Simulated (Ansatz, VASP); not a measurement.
## One calculation of CeO2, two programs

```
CELL_PARAMETERS angstrom
0.00000 2.65000 2.65000
2.65000 0.00000 2.65000
2.65000 2.65000 0.00000
ATOMIC_POSITIONS crystal
Ce 0.00000 0.00000 0.00000
O 0.21242 0.21242 0.21242
O 0.75000 0.75000 0.75000
```

Alike in both runs: task single point; functional PBE; k mesh 3 × 3 × 3; occupations fermi-dirac, width 0.05 eV; no spin polarisation.

```csv
,VASP,Ansatz
version,VASP 6.6.1,Ansatz 0.2 development build
potentials or method,"VASP PAW PBE potentials, release 64 (Ce, O), cutoff 600 eV","all-electron full-potential LAPW, scalar-relativistic"
```

|  | VASP | Ansatz | Ansatz less VASP |
| --- | --- | --- | --- |
| gap on the k mesh at the Fermi level (eV) | 2.33 | 2.39 | +0.063 |
| pressure (GPa) | 27.8 | 27.9 | +0.09 |
| traceless stress, the component that is largest in VASP (GPa) | 4.96 | 4.73 | -0.225 |
| rms of the force components (eV/Å) | 1.894 | 1.858 | -0.0359 |

Atom by atom the forces differ by 0.039 eV/Å (rms over components). Ansatz ran all-electron here, and VASP with PAW potentials.

The k mesh is coarse, so the values compare programs but aren't converged. Neither program's run includes spin-orbit coupling.
